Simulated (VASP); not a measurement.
Input of a VASP 6.6.1 run:

Contents of POSCAR:

```
Re
1.0
   -1.5682480534      1.5682480534      1.5682480534
    1.5682480534     -1.5682480534      1.5682480534
    1.5682480534      1.5682480534     -1.5682480534
Re
1
Direct
    0.0000000000      0.0000000000      0.0000000000
```

Contents of INCAR.step1:

```
  ALGO = Normal
  EDIFF = 1E-5
  ENCUT = 660
  GGA = PE
  GGA_COMPAT = F
  ISMEAR = -1
  LASPH = T
  LCHARG = F
  LREAL = F
  LWAVE = T
  NBANDS = 10
  NELM = 120
  PREC = Accurate
  SIGMA = 0.1
```

INCAR.step2

```
  ALGO = Normal
  EDIFF = 1E-6
  ENCUT = 660
  GGA_COMPAT = F
  ISIF = 2
  ISMEAR = -1
  ISTART = 1
  LASPH = T
  LCHARG = F
  LMIXTAU = T
  LREAL = F
  LWAVE = F
  METAGGA = R2SCAN
  NBANDS = 10
  NELM = 120
  PREC = Accurate
  SIGMA = 0.1
```

File KPOINTS:

```
k-points
0
Gamma
  16 16 16
```

Potentials or basis: VASP PAW PBE potentials, release 64 (Re).

Command:

```sh
$ cat potpaw_PBE.64/Re/POTCAR > POTCAR
$ cp INCAR.step1 INCAR
$ mpirun -np 1 vasp_std > vasp.out
$ cp INCAR.step2 INCAR
$ mpirun -np 1 vasp_std > vasp.out
```

Problem. Estimate the band gap on the k mesh.

Solution. Zero (an odd number of electrons rules out a gap without spin polarisation).

Problem. Predict the pressure.

Solution. -13.3 GPa.

Caveat: the cell stands under tension; the PAW data sets were made with another functional, which shifts forces and pressure a little; spin-orbit coupling is left out, which moves the levels of the heavy elements.
